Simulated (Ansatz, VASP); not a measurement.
## AlGaN2: VASP beside Ansatz

```xyz
4
Lattice="2.8515 0.0000 0.0000 0.0000 2.8515 0.0000 0.0000 0.0000 4.8136" Properties=species:S:1:pos:R:3 pbc="T T T"
Al    1.4258    1.4258    2.4068
Ga    0.0000    0.0000    0.0000
N     1.4258    0.0000    3.5706
N     0.0000    1.4258    1.2431
```

Alike in both runs: functional LDA; k mesh 8 × 8 × 6; occupations gaussian, width 0.05 eV; no spin polarisation.

Ansatz relaxed the structure, and its values are those at the end. VASP's run is a single point on that final structure, the one shown.

```csv
,VASP,Ansatz
version,VASP 6.6.1,Ansatz 0.2.0
potentials or method,"VASP PAW LDA potentials, release 64 (Al, Ga_d, N), cutoff 520 eV","scalar-relativistic, plane waves, PAW"
valence electrons in the cell,26,26
```

```tsv
	VASP	Ansatz	Ansatz less VASP
gap on the k mesh at the Fermi level (eV)	2.58	2.60	+0.020
least direct gap on the mesh (eV)	3.12	3.11	-0.009
pressure (GPa)	19.1	17.9	-1.23
rms of the force components (eV/Å)	0.016	0.000	-0.0163
```

Ansatz warns that its potentials were made for another functional, while VASP's fit it. LDA's correlation is that of Perdew and Zunger in VASP and of Perdew and Wang (1992) in Ansatz. Ansatz's warnings: stress scf threshold loose.
